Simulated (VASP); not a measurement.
# Si16O (a cell with a defect) in VASP: single point with r2SCAN

Aim: the single point of Si16O (a cell with a defect) with r2SCAN.

Everything below comes from runs of VASP 6.6.1. Logs are shortened: lines on timing, memory, paths and dates and some standing lists are left out, and cuts for length are marked.

## (1) The cell of the first run

The cell holds a defect, 17 atoms: a = 7.679 Å, b = 7.679 Å, c = 7.679 Å, α = 60.00°, β = 60.00°, γ = 60.00°.

## (2) Single point, r2SCAN, collinear spin, ferromagnetic start

Input file POSCAR:

```
Si16O
1.0
    0.0000000000      5.4300000000      5.4300000000
    5.4300000000      0.0000000000      5.4300000000
    5.4300000000      5.4300000000      0.0000000000
Si O
16 1
Direct
   -0.0068929600     -0.0063792407      0.0433778504
    0.1627167818      0.1502611175      0.0740838767
    0.0053179391     -0.0020489829      0.5431067106
    0.1190790486      0.1245225381      0.6730145727
   -0.0006956237      0.5156111760     -0.0114934233
    0.1250270736      0.6196975816      0.1347976727
   -0.0030506190      0.4979977035      0.5103878470
    0.1254801594      0.6336894313      0.6197518714
    0.5326277568      0.0179121457     -0.0510844499
    0.6209615660      0.1318018698      0.1222802977
    0.4942540915      0.0104689376      0.4980588980
    0.6473641462      0.1485980723      0.5789544439
    0.4992434473      0.5066601318     -0.0038714890
    0.6255210389      0.6444231227      0.1061333253
    0.5015472512      0.5229618800      0.4816275075
    0.6228085335      0.6357377940      0.6216881436
    0.1746565387      1.0832092116      0.3083958947
```

Input file INCAR.step1:

```
PREC = Accurate
ENCUT = 580
ISMEAR = 0
SIGMA = 0.02
LREAL = F
LASPH = T
NELM = 200
ISPIN = 2
MAGMOM = 0 0 0 0 0 0 0 0 0 0 0 0 0 0 0 0 1
NBANDS = 53
GGA = PE
ALGO = Normal
EDIFF = 1E-5
LWAVE = T
LCHARG = F
GGA_COMPAT = F
```

Input file INCAR.step2:

```
PREC = Accurate
ENCUT = 580
EDIFF = 1E-6
ISMEAR = 0
SIGMA = 0.02
LREAL = F
LASPH = T
NELM = 200
ALGO = Normal
ISIF = 2
LWAVE = F
LCHARG = F
ISPIN = 2
MAGMOM = 0 0 0 0 0 0 0 0 0 0 0 0 0 0 0 0 1
LORBIT = 11
METAGGA = R2SCAN
LMIXTAU = T
NBANDS = 53
ISTART = 1
GGA_COMPAT = F
```

Input file KPOINTS:

```
regular mesh
0
Gamma
  2 2 2
```

Potentials or basis: VASP PAW PBE potentials, release 64 (Si, O).

Launch:

```
cat potpaw_PBE.64/Si/POTCAR potpaw_PBE.64/O/POTCAR > POTCAR
cp INCAR.step1 INCAR
mpirun -np 1 vasp_std > vasp.out
cp INCAR.step2 INCAR
mpirun -np 1 vasp_std > vasp.out
```

OUTCAR:

```text
PREC = Accurate
   ENCUT = 580
   EDIFF = 1E-6
   ISMEAR = 0
   LREAL = F
   LASPH = T
   NELM = 200
   ISIF = 2
   ISPIN = 2
   LORBIT = 11
   METAGGA = R2SCAN
   ISTART = 1

 ion  position               nearest neighbor table
   1  0.993  0.994  0.043-   2 2.31   4 2.32  10 2.35   6 2.36
   2  0.163  0.150  0.074-  17 1.64   5 2.31   1 2.31   9 2.32   3 2.94
   3  0.005  0.998  0.543-  17 1.64   8 2.31  12 2.31   4 2.32   2 2.94
   4  0.119  0.125  0.673-   3 2.32   1 2.32   7 2.36  11 2.38
   5  0.999  0.516  0.989-   2 2.31   8 2.31  14 2.34   6 2.36
   6  0.125  0.620  0.135-  13 2.35   7 2.36   1 2.36   5 2.36
   7  0.997  0.498  0.510-   8 2.34  16 2.35   6 2.36   4 2.36
   8  0.125  0.634  0.620-   3 2.31   5 2.31   7 2.34  15 2.36
   9  0.533  0.018  0.949-  12 2.32   2 2.32  14 2.35  10 2.38
  10  0.621  0.132  0.122-  13 2.35   1 2.35  11 2.36   9 2.38
  11  0.494  0.010  0.498-  16 2.35  12 2.35  10 2.36   4 2.38
  12  0.647  0.149  0.579-   3 2.31   9 2.32  11 2.35  15 2.36
  13  0.499  0.507  0.996-  14 2.35  16 2.35   6 2.35  10 2.35
  14  0.626  0.644  0.106-   5 2.34  13 2.35  15 2.35   9 2.35
  15  0.502  0.523  0.482-  16 2.35  14 2.35  12 2.36   8 2.36
  16  0.623  0.636  0.622-  13 2.35  15 2.35   7 2.35  11 2.35
  17  0.175  0.083  0.308-   3 1.64   2 1.64

  LATTYP: Found a face centered cubic cell.
 ALAT       =    10.8600000000

  Lattice vectors:

 A1 = (   0.0000000000,   5.4300000000,   5.4300000000)
 A2 = (   5.4300000000,   0.0000000000,   5.4300000000)
 A3 = (   5.4300000000,   5.4300000000,   0.0000000000)

Analysis of symmetry for initial positions (statically):
=====================================================================
 Subroutine PRICEL returns:
 Original cell was already a primitive cell.

 Routine SETGRP: Setting up the symmetry group for a
 face centered cubic supercell.

 Subroutine GETGRP returns: Found  1 space group operations
 (whereof  1 operations were pure point group operations)
 out of a pool of 48 trial point group operations.

The static configuration has the point symmetry C_1 .

Analysis of symmetry for dynamics (positions and initial velocities):
=====================================================================
 Subroutine PRICEL returns:
 Original cell was already a primitive cell.

 Routine SETGRP: Setting up the symmetry group for a
 face centered cubic supercell.

 Subroutine GETGRP returns: Found  1 space group operations
 (whereof  1 operations were pure point group operations)
 out of a pool of 48 trial point group operations.

The dynamic configuration has the point symmetry C_1 .

Analysis of structural, dynamic, and magnetic symmetry:
=====================================================================
 Subroutine PRICEL returns:
[... 171 lines left out ...]

 E-fermi :   5.9343     XC(G=0):  -9.9719

 val. band max:        5.7891374522   @ k =   0.0000   0.0000   0.0000
 cond. band min:       6.4760638981   @ k =   0.0000   0.0000   0.0000
 fundamental gap:      0.6869264459
 Fermi energy:         5.9342831699

 spin component 1

 k-point     1 :       0.0000    0.0000    0.0000
  band No.  band energies     occupation
      1     -15.9423      1.00000
      2      -6.4646      1.00000
      3      -4.9947      1.00000
      4      -4.2320      1.00000
      5      -4.2083      1.00000
      6      -3.8396      1.00000
[... 389 lines left out ...]
     46      10.4653      0.00000
     47      10.7169      0.00000
 Fermi energy:         5.9342831699

 spin component 2

 k-point     1 :       0.0000    0.0000    0.0000
  band No.  band energies     occupation
      1     -15.9423      1.00000
      2      -6.4646      1.00000
      3      -4.9947      1.00000
      4      -4.2320      1.00000
      5      -4.2083      1.00000
      6      -3.8396      1.00000
[... 389 lines left out ...]
     46      10.4653      0.00000
     47      10.7169      0.00000
 [bands above 47 left out]

------------------------ aborting loop because EDIFF is reached ----------------------------------------

  FORCE on cell =-STRESS in cart. coord.  units (eV):
  Direction    XX          YY          ZZ          XY          YZ          ZX
  --------------------------------------------------------------------------------------
  -------------------------------------------------------------------------------------
  Total        7.0264735      6.3787895      6.2656937      2.7532573     -3.4616351     -2.9921834
  in kB       35.1575427     31.9168021     31.3509179     13.7761511    -17.3205780    -14.9716377
  external PRESSURE =      32.8084209 kB  Pullay stress =       0.0000000 kB

 VOLUME and BASIS-vectors are now :
 -----------------------------------------------------------------------------
  energy-cutoff  :      580.00
  volume of cell :      320.21
      direct lattice vectors                 reciprocal lattice vectors
     0.000000000  5.430000000  5.430000000    -0.092081031  0.092081031  0.092081031
     5.430000000  0.000000000  5.430000000     0.092081031 -0.092081031  0.092081031
     5.430000000  5.430000000  0.000000000     0.092081031  0.092081031 -0.092081031

 POSITION                                       TOTAL-FORCE (eV/Angst)
 -----------------------------------------------------------------------------------
      5.63090      5.62811     10.78793        -0.006638     -0.004763      0.004822
      1.21819      1.28583      1.69947        -0.060906     -0.035381      0.025417
      8.36794      2.97795      5.44775         0.046239      0.020304     -0.042091
      4.33063      4.30107      1.32276        -0.006436     -0.006787     -0.003840
      8.16736     10.79381      8.22599         0.003528      0.001377     -0.000474
      4.09691      1.41085      4.04385         0.004568     -0.001761      0.005721
[... 9 lines left out ...]
      6.82782      6.75762      6.83391         0.004738     -0.000795     -0.000356
      2.12642      2.62297      1.40021        -0.008284      0.010204      0.014166
 -----------------------------------------------------------------------------------
    total drift:                               -0.000193     -0.001828     -0.001973

  FREE ENERGIE OF THE ION-ELECTRON SYSTEM (eV)
  ---------------------------------------------------
  free  energy   TOTEN  =      -147.6147166032 eV

  energy  without entropy=     -147.6147166032  energy(sigma->0) =     -147.61471660

 total charge

# of ion       s       p       d       tot
------------------------------------------
    1        0.740   0.996   0.000   1.736
    2        0.736   0.972   0.000   1.709
    3        0.736   0.972   0.000   1.708
    4        0.745   0.982   0.000   1.726
    5        0.740   1.003   0.000   1.742
    6        0.735   0.969   0.000   1.705
[... 9 lines left out ...]
   16        0.734   0.983   0.000   1.716
   17        1.578   3.655   0.000   5.233
--------------------------------------------------
tot         13.380  19.347   0.000  32.727

 magnetization (x)

# of ion       s       p       d       tot
------------------------------------------
    1        0.000   0.000   0.000   0.000
    2       -0.000   0.000   0.000   0.000
    3        0.000   0.000   0.000   0.000
    4       -0.000  -0.000   0.000  -0.000
    5        0.000   0.000   0.000   0.000
    6       -0.000  -0.000   0.000  -0.000
[... 9 lines left out ...]
   16        0.000  -0.000   0.000   0.000
   17       -0.000  -0.000   0.000  -0.000
--------------------------------------------------
tot         -0.000  -0.000   0.000  -0.000
```

It took 17 min on 1 thread of Intel Xeon 6975P-C (Granite Rapids), shared host; peak memory 0.85 GiB.

What came out:

| Property | Result |
| --- | --- |
| Free energy | -147.6147 eV |
| Pressure | 3.3 GPa |
| Largest force | 0.075 eV/Å |
| Band gap on the k mesh | 0.69 eV |
| Net moment | 0.00 μB per cell |
| Valence electrons inside the program's atomic spheres | Si 1.74, 1.71, 1.73, 1.70, 1.72 (each value once); O 5.23 |

Forces on the atoms (eV/Å):
```
Si  -0.007 -0.005  0.005
Si  -0.061 -0.035  0.025
Si   0.046  0.020 -0.042
Si  -0.006 -0.007 -0.004
Si   0.004  0.001  0.000
Si   0.005 -0.002  0.006
Si   0.003 -0.001  0.003
Si   0.004  0.007 -0.010
Si   0.010 -0.004 -0.005
Si   0.005  0.002  0.004
Si  -0.001  0.000  0.006
Si   0.010  0.008  0.000
Si  -0.004  0.007 -0.004
Si  -0.001  0.000  0.005
Si  -0.003 -0.002 -0.002
Si   0.005 -0.001  0.000
O   -0.008  0.010  0.014
```

Caveat: the k points lie up to 0.50 Å⁻¹ apart; the PAW data sets were made with another functional, which shifts forces and pressure a little.
